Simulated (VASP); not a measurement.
Set up this calculation in VASP 6.6.1, as the native input.

```
Task                               : single point
Functional                         : HF
Potentials or basis                : VASP PAW PBE potentials, release 64 (Zr_sv, C)
Cutoff                             : 520 eV
k mesh                             : 5 × 5 × 5
Occupations                        : fermi-dirac, width 0.05 eV
Spin                               : no spin polarisation
Dipole correction                  : no
Grid for exact exchange (PRECFOCK) : Normal
Further INCAR settings             : ALGO = Normal; EDIFF = 1e-07; NBANDS = 15
Share of exact exchange            : 1
```

The system is ZrC.

```
Zr C
1.0
     0.00000    2.54552    2.54552
     2.54552    0.00000    2.54552
     2.54552    2.54552    0.00000
Zr C
1 1
Direct
  0.50000 0.50000 0.50000
  0.75000 0.75000 0.75000
```

One way to write it, as run:

POSCAR

```
ZrC
1.0
    0.0000000000      2.5455200000      2.5455200000
    2.5455200000      0.0000000000      2.5455200000
    2.5455200000      2.5455200000      0.0000000000
Zr C
1 1
Direct
    0.5000000000      0.5000000000      0.5000000000
    0.7500000000      0.7500000000      0.7500000000
```

INCAR.step1

```
ALGO = Normal
EDIFF = 1E-5
ENCUT = 520
GGA = PE
ISIF = 2
ISMEAR = -1
LASPH = True
LCHARG = False
LREAL = False
LWAVE = True
NBANDS = 15
NELM = 60
PREC = Accurate
SIGMA = 0.05
```

INCAR.step2

```
AEXX = 1.0
AGGAC = 0.0
ALDAC = 0.0
ALGO = Normal
EDIFF = 1E-7
ENCUT = 520
GGA = PE
ISIF = 2
ISMEAR = -1
ISTART = 1
LASPH = True
LCHARG = False
LHFCALC = True
LREAL = False
LWAVE = False
NBANDS = 15
NELM = 60
PREC = Accurate
PRECFOCK = Normal
SIGMA = 0.05
```

KPOINTS

```
k-points
0
Gamma
  5 5 5
```

Potentials or basis: VASP PAW PBE potentials, release 64 (Zr_sv, C).

Command:

```sh
$ cat potpaw_PBE.64/Zr_sv/POTCAR potpaw_PBE.64/C/POTCAR > POTCAR
$ cp INCAR.step1 INCAR
$ mpirun -np 1 vasp_std > vasp.out
$ cp INCAR.step2 INCAR
$ mpirun -np 1 vasp_std > vasp.out
```

Results of the run:

- Pressure: 8.1 GPa
- Band gap on the k mesh: 7.32 eV

Caveat: the k points lie up to 0.43 Å⁻¹ apart; the PAW data sets were made with another functional, which shifts forces and pressure a little; an odd mesh through Γ misses points on the zone boundary, where band edges can lie.

Wall time 29 min on 1 thread of AMD EPYC 7R13 Processor (Zen 3), with other jobs on the host, peak memory 0.14 GiB.
